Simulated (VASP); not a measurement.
# TaN (Fm-3m) in VASP: notebook, part 2 of 2

VASP 6.6.1.

## (4) Single point, PBEsol (volume scaled by 0.96)

Input file INCAR:

```
SYSTEM = TaN
PREC = Accurate ; ENCUT = 520
EDIFF = 1E-7 ; ISMEAR = -1
SIGMA = 0.02 ; LREAL = .False.
LASPH = .True. ; NELM = 80
ALGO = Normal ; ISIF = 2
LWAVE = .False. ; LCHARG = .False.
GGA = PS ; NBANDS = 15
```

Input file KPOINTS:

```
Automatic mesh
0
Gamma
  9 9 9
  0 0 0
```

Input file POSCAR:

```
TaN
1.0
    0.0000000000      2.1495504440      2.1495504440
    2.1495504440      0.0000000000      2.1495504440
    2.1495504440      2.1495504440      0.0000000000
Ta N
1 1
Direct
    0.5000000000      0.5000000000      0.5000000000
    0.0000000000      0.0000000000      0.0000000000
```

Potentials or basis: VASP PAW PBE potentials, release 64 (Ta_pv, N).

Launch:

```bash
$ cat potpaw_PBE.64/Ta_pv/POTCAR potpaw_PBE.64/N/POTCAR > POTCAR
$ mpirun -np 1 vasp_std > vasp.out
```

OUTCAR:

```text
SYSTEM = TaN
   PREC = Accurate
   ENCUT = 520
   EDIFF = 1E-7
   ISMEAR = -1
   LREAL = .False.
   LASPH = .True.
   NELM = 80
   ISIF = 2
   GGA = PS

 ion  position               nearest neighbor table
   1  0.500  0.500  0.500-   2 2.15   2 2.15   2 2.15   2 2.15   2 2.15   2 2.15
   2  0.000  0.000  0.000-   1 2.15   1 2.15   1 2.15   1 2.15   1 2.15   1 2.15

  LATTYP: Found a face centered cubic cell.
 ALAT       =     4.2991008880

  Lattice vectors:

 A1 = (   0.0000000000,   2.1495504440,   2.1495504440)
 A2 = (   2.1495504440,   0.0000000000,   2.1495504440)
 A3 = (   2.1495504440,   2.1495504440,   0.0000000000)

Analysis of symmetry for initial positions (statically):
=====================================================================
 Subroutine PRICEL returns:
 Original cell was already a primitive cell.

 Routine SETGRP: Setting up the symmetry group for a
 face centered cubic supercell.

 Subroutine GETGRP returns: Found 48 space group operations
 (whereof 48 operations were pure point group operations)
 out of a pool of 48 trial point group operations.

The static configuration has the point symmetry O_h .

[... 173 lines left out ...]
      6       6.1752      2.00000
      7       6.1752      2.00000
      8       7.8326      2.00000
      9       7.8326      2.00000
     10       7.8326      2.00000
     11      10.2005      0.00088
     12      10.2005      0.00088
     13      12.3205      0.00000
     14      19.5646      0.00000
[... 401 lines left out ...]
      2     -25.7695      2.00000
      3     -25.7695      2.00000
      4      -7.8706      2.00000
      5       3.1325      2.00000
      6       4.2515      2.00000
      7       5.3552      2.00000
      8       5.3552      2.00000
      9      12.3942      0.00000
     10      14.0688      0.00000
     11      14.0688      0.00000
     12      15.3153      0.00000
     13      18.0695      0.00000
     14      19.9009      0.00000
     15      22.6982      0.00000

 [... further k-points ...]

------------------------ aborting loop because EDIFF is reached ----------------------------------------

  FORCE on cell =-STRESS in cart. coord.  units (eV):
  Direction    XX          YY          ZZ          XY          YZ          ZX
  --------------------------------------------------------------------------------------
  -------------------------------------------------------------------------------------
  Total        2.7855029      2.7855029      2.7855029      0.0000000     -0.0000000      0.0000000
  in kB      224.6680313    224.6680313    224.6680313      0.0000000     -0.0000000      0.0000000
  external PRESSURE =     224.6680313 kB  Pullay stress =       0.0000000 kB

 VOLUME and BASIS-vectors are now :
 -----------------------------------------------------------------------------
  energy-cutoff  :      520.00
  volume of cell :       19.86
      direct lattice vectors                 reciprocal lattice vectors
     0.000000000  2.149550444  2.149550444    -0.232606777  0.232606777  0.232606777
     2.149550444  0.000000000  2.149550444     0.232606777 -0.232606777  0.232606777
     2.149550444  2.149550444  0.000000000     0.232606777  0.232606777 -0.232606777

 POSITION                                       TOTAL-FORCE (eV/Angst)
 -----------------------------------------------------------------------------------
      2.14955      2.14955      2.14955        -0.000000     -0.000000     -0.000000
      0.00000      0.00000      0.00000         0.000000      0.000000      0.000000
 -----------------------------------------------------------------------------------
    total drift:                                0.000000     -0.000000     -0.000000

  FREE ENERGIE OF THE ION-ELECTRON SYSTEM (eV)
  ---------------------------------------------------
  free  energy   TOTEN  =       -23.1376872579 eV

  energy  without entropy=      -23.1366858235  energy(sigma->0) =      -23.13718654
```

OSZICAR:

```text
N       E                     dE             d eps       ncg     rms          rms(c)
DAV:   1     0.859556837646E+02    0.85956E+02   -0.89338E+03  1065   0.115E+03
DAV:   2    -0.233176694834E+02   -0.10927E+03   -0.10221E+03  1358   0.300E+02
DAV:   3    -0.259224808334E+02   -0.26048E+01   -0.25905E+01  1148   0.434E+01
DAV:   4    -0.259317660354E+02   -0.92852E-02   -0.92831E-02  1338   0.279E+00
DAV:   5    -0.259318236932E+02   -0.57658E-04   -0.57656E-04  1190   0.185E-01    0.281E+01
DAV:   6    -0.232189392446E+02    0.27129E+01   -0.47510E+00  1269   0.254E+01    0.121E+01
DAV:   7    -0.231733381192E+02    0.45601E-01   -0.52804E-01  1239   0.559E+00    0.790E+00
DAV:   8    -0.231447761974E+02    0.28562E-01   -0.13485E-01  1134   0.288E+00    0.169E+00
DAV:   9    -0.231379924414E+02    0.67838E-02   -0.20788E-02  1113   0.115E+00    0.395E-01
DAV:  10    -0.231377776437E+02    0.21480E-03   -0.15525E-03  1225   0.451E-01    0.962E-02
DAV:  11    -0.231376904986E+02    0.87145E-04   -0.19573E-04  1148   0.152E-01    0.348E-02
DAV:  12    -0.231376879751E+02    0.25235E-05   -0.12781E-05  1183   0.332E-02    0.963E-03
DAV:  13    -0.231376872337E+02    0.74143E-06   -0.15257E-06  1155   0.949E-03    0.446E-03
DAV:  14    -0.231376872579E+02   -0.24201E-07   -0.92174E-08   616   0.268E-03
   1 F= -.23137687E+02 E0= -.23137187E+02  d E =-.100143E-02
```

Wall time 7.8 s (1 thread of Intel Xeon 6975P-C, shared host); peak memory 0.14 GiB.

What came out:

- Free energy: -23.1377 eV
- Pressure: 22.5 GPa
- Band gap on the k mesh: zero (band 8 reaches 11.88 eV, above the bottom of band 9 at 7.83 eV)

Caveat: the PAW data sets were made with another functional, which shifts forces and pressure a little; spin-orbit coupling is left out, which moves the levels of the heavy elements.

## (5) Single point, PBEsol (volume scaled by 0.98)

Input file INCAR:

```
SYSTEM = TaN
ALGO = Normal
EDIFF = 1E-7
ENCUT = 520
GGA = PS
ISIF = 2
ISMEAR = -1
LASPH = .True.
LCHARG = .False.
LREAL = .False.
LWAVE = .False.
NBANDS = 15
NELM = 80
PREC = Accurate
SIGMA = 0.02
```

Input file KPOINTS:

```
k-points
0
Gamma
  9 9 9
  0 0 0
```

Input file POSCAR:

```
TaN
1.0
    0.0000000000      2.1643753983      2.1643753983
    2.1643753983      0.0000000000      2.1643753983
    2.1643753983      2.1643753983      0.0000000000
Ta N
1 1
Direct
    0.5000000000      0.5000000000      0.5000000000
    0.0000000000      0.0000000000      0.0000000000
```

Launch:

```bash
$ cat potpaw_PBE.64/Ta_pv/POTCAR potpaw_PBE.64/N/POTCAR > POTCAR
$ mpirun -np 1 vasp_std > vasp.out
```

It took 10 s on 1 thread of Intel Xeon 6975P-C, shared host; peak memory 0.14 GiB.

Results (log left out):

* Free energy: -23.1843 eV
* Pressure: 13.5 GPa
* Band gap on the k mesh: zero (band 8 reaches 11.59 eV, above the bottom of band 9 at 7.65 eV)

Levels at points of the mesh, in eV from the Fermi level:
| k point | band 6 | band 7 | band 8 | band 9 | band 10 | band 11 |
| --- | --- | --- | --- | --- | --- | --- |
| (0.00, 0.00, 0.00) | -3.82 | -3.82 | -2.15 | -2.15 | -2.15 | 0.15 |

Caveat: the PAW data sets were made with another functional, which shifts forces and pressure a little; spin-orbit coupling is left out, which moves the levels of the heavy elements.

## (6) Single point, PBEsol (volume scaled by 1.02)

Input file INCAR:

```
PREC = Accurate
ENCUT = 520
EDIFF = 1E-6
ISMEAR = -1
SIGMA = 0.02
LREAL = F
LASPH = T
NELM = 100
ALGO = Normal
ISIF = 2
LWAVE = F
LCHARG = F
GGA = PS
NBANDS = 15
```

Input file KPOINTS:

```
Automatic mesh
0
Gamma
  9 9 9
```

Input file POSCAR:

```
TaN
1.0
    0.0000000000      2.1934308841      2.1934308841
    2.1934308841      0.0000000000      2.1934308841
    2.1934308841      2.1934308841      0.0000000000
Ta N
1 1
Direct
    0.5000000000      0.5000000000      0.5000000000
    0.0000000000      0.0000000000      0.0000000000
```

Potentials or basis: VASP PAW PBE potentials, release 64 (Ta_pv, N).

Launch:

```bash
$ cat potpaw_PBE.64/Ta_pv/POTCAR potpaw_PBE.64/N/POTCAR > POTCAR
$ mpirun -np 1 vasp_std > vasp.out
```

Run time: 7.2 s. Hardware: 1 thread of Intel Xeon 6975P-C, shared host; peak memory 0.15 GiB.

Results (log left out):

- Free energy: -23.2137 eV
- Pressure: -1.9 GPa
- Band gap on the k mesh: zero (band 8 reaches 11.03 eV, above the bottom of band 9 at 7.31 eV)

Levels at points of the mesh, in eV from the Fermi level:
| k point | band 5 | band 6 | band 7 | band 8 | band 9 | band 10 | band 11 | band 12 |
| --- | --- | --- | --- | --- | --- | --- | --- | --- |
| (0.00, 0.00, 0.00) | -3.70 | -3.70 | -3.70 | -2.04 | -2.04 | -2.04 | 0.13 | 0.13 |

Caveat: the PAW data sets were made with another functional, which shifts forces and pressure a little; spin-orbit coupling is left out, which moves the levels of the heavy elements.

## (7) Summary

| cell | gap on the mesh (eV) | pressure (GPa) |
| --- | --- | --- |
| a = 3.019 Å, angles 60.0°, 2 atoms | none | 32.5 |
| a = 3.040 Å, angles 60.0°, 2 atoms | none | 22.5 |
| a = 3.061 Å, angles 60.0°, 2 atoms | none | 13.5 |
| a = 3.102 Å, angles 60.0°, 2 atoms | none | -1.9 |

Alike in all rows: task single point; level PBEsol; potentials or basis VASP PAW PBE potentials, release 64 (Ta_pv, N); no spin polarisation; k mesh 9 × 9 × 9; cutoff (eV) 520; smearing fermi-dirac 0.02 eV.

Caveats: the PAW data sets were made with another functional, which shifts forces and pressure a little; spin-orbit coupling is left out, which moves the levels of the heavy elements.

Total energies depend on the potentials used, so only differences within one code and one set of settings carry meaning.
